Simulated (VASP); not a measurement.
Wanted: the native input for a VASP 6.6.1 run.

* Task: single point
* Functional: PBE
* Potentials or basis: VASP PAW PBE potentials, release 64 (Na_pv, S)
* Cutoff: 500 eV
* k mesh: 8 × 8 × 8
* Occupations: fermi-dirac, width 0.02 eV
* Spin: no spin polarisation
* Dipole correction: no
* Further INCAR settings: ALGO = Normal; EDIFF = 1e-06; NBANDS = 17

The structure of Na2S lies in POSCAR:

```
Na2S
1.0
    0.0000000000      3.1258625704      3.1258625704
    3.1258625704      0.0000000000      3.1258625704
    3.1258625704      3.1258625704      0.0000000000
Na S
2 1
Direct
    0.2500000000      0.2500000000      0.2500000000
    0.7500000000      0.7500000000      0.7500000000
    0.0000000000      0.0000000000      0.0000000000
```

This cell differs from its parent crystal: strain -4.0%.

These files were run (other wordings do the same):

INCAR

```
ALGO = Normal ; EDIFF = 1E-6
ENCUT = 500 ; GGA = PE
GGA_COMPAT = False ; ISIF = 2
ISMEAR = -1 ; LASPH = True
LCHARG = False ; LREAL = False
LWAVE = False ; NBANDS = 17
NELM = 120 ; PREC = Accurate
SIGMA = 0.02
```

KPOINTS

```
k-points
0
Gamma
  8 8 8
```

Potentials or basis: VASP PAW PBE potentials, release 64 (Na_pv, S).

Launch:

```sh
$ cat potpaw_PBE.64/Na_pv/POTCAR potpaw_PBE.64/S/POTCAR > POTCAR
$ mpirun -np 1 vasp_std > vasp.out
```

Results of the run:

- Pressure: 5.8 GPa
- Band gap on the k mesh: 2.96 eV

Caveat: the cell differs from its parent crystal (strain -4.0%); the cell stands under pressure.

It took 48 s on 1 thread of Intel Xeon 8259CL (shared host), peak memory 0.17 GiB.
